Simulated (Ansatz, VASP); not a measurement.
Two plane-wave programs on Al2BP3

```xyz
6
Lattice="3.0131 0.0000 0.0000 0.0000 3.0131 0.0000 0.0000 0.0000 8.7828" Properties=species:S:1:pos:R:3 pbc="T T T"
Al    0.0000    0.0000    2.7897
Al    0.0000    0.0000    5.9932
B     0.0000    0.0000    0.0000
P     1.5066    1.5066    1.1263
P     1.5066    1.5066    4.3914
P     1.5066    1.5066    7.6565
```

Change from the starting cell: species swapped into the Mg3HgAu2 type (P4/mmm, No. 123).

Alike in both runs: functional PBE; k mesh 6 × 6 × 2; occupations gaussian, width 0.1 eV; no spin polarisation.

Ansatz relaxed the structure, and its values are those at the end. VASP's run is a single point on that final structure, the one shown.

|  | VASP | Ansatz |
| --- | --- | --- |
| version | VASP 6.6.1 | Ansatz 0.2.0 |
| potentials or method | VASP PAW PBE potentials, release 64 (Al, B, P), cutoff 520 eV | scalar-relativistic, plane waves, PAW |
| valence electrons in the cell | 24 | 24 |

```csv
,VASP,Ansatz,Ansatz less VASP
gap on the k mesh at the Fermi level (eV),none,none,-
pressure (GPa),-0.2,0.0,+0.17
rms of the force components (eV/Å),0.027,0.013,-0.0140
```

A gap of «none» marks a metal or a gap that the smearing closes.
